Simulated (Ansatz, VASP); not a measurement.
Two plane-wave programs on GaAs

POSCAR

```
GaAs
1.0
    0.0000000000      2.8332036537      2.8048716172
    2.8332036537      0.0000000000      2.8048716172
    2.8332036537      2.8332036537      0.0000000000
Ga As
1 1
Direct
    0.0000000000      0.0000000000      0.0000000000
    0.7500000000      0.7500000000      0.7500000000
```

INCAR.step1

```
SYSTEM = GaAs
PREC = Accurate
ENCUT = 520
ISMEAR = 0
SIGMA = 0.05
LREAL = .FALSE.
LASPH = .TRUE.
NELM = 60
NBANDS = 16
GGA = PE
ALGO = Normal
EDIFF = 1E-4
LWAVE = .TRUE.
LCHARG = .FALSE.
```

INCAR.step2

```
SYSTEM = GaAs
PREC = Accurate
ENCUT = 520
EDIFF = 1E-6
ISMEAR = 0
SIGMA = 0.05
LREAL = .FALSE.
LASPH = .TRUE.
NELM = 60
ALGO = Normal
ISIF = 2
LWAVE = .FALSE.
LCHARG = .TRUE.
METAGGA = R2SCAN
LMIXTAU = .TRUE.
LELF = .TRUE.
LVHAR = .TRUE.
NBANDS = 16
ISTART = 1
```

Contents of KPOINTS:

```
Automatic mesh
0
G
  8 8 8
  0 0 0
```

Input for Ansatz:

```yaml
crystal:
  lattice:
    - [0.0, 2.8332036537, 2.8048716172]
    - [2.8332036537, 0.0, 2.8048716172]
    - [2.8332036537, 2.8332036537, 0.0]
  atoms:
    - { symbol: Ga, position: [0.0, 0.0, 0.0] }
    - { symbol: As, position: [0.75, 0.75, 0.75] }
basis:
  ecutwfc: 500
kpoints:
  mp_grid: { grid: [8, 8, 8] }
hamiltonian:
  xc: r2scan
scf:
  occupations: { method: gaussian, width: 0.05 }
output:
  forces: true
  stress: true
  eigenvalues: true
```

Change from the starting cell: strain -0.0100 x Voigt [0, 0, 1, 0, 0, 0], atoms carried along.

Alike in both runs: task single point; functional r2SCAN; k mesh 8 × 8 × 8; occupations gaussian, width 0.05 eV; no spin polarisation.

|  | VASP | Ansatz |
| --- | --- | --- |
| version | VASP 6.6.1 | Ansatz 0.2.0 |
| potentials or method | VASP PAW PBE potentials, release 64 (Ga_d, As), cutoff 520 eV | scalar-relativistic, plane waves, PAW |
| valence electrons in the cell | 18 | 28 |

|  | VASP | Ansatz | Ansatz less VASP |
| --- | --- | --- | --- |
| gap on the k mesh at the Fermi level (eV) | 0.98 | 1.00 | +0.019 |
| least direct gap on the mesh (eV) | 0.98 | 1.00 | +0.019 |
| pressure (GPa) | 0.9 | 0.7 | -0.14 |
| traceless stress, the component that is largest in VASP (GPa) | 0.45 | 0.45 | -0.003 |

VASP's potentials were made for PBE, not for r2SCAN. The functional is the same, so the differences come from potentials, cutoffs and numerics. VASP's potentials hold 18 valence electrons a cell and Ansatz's 28, so a difference there can come from the potentials and not from the codes.
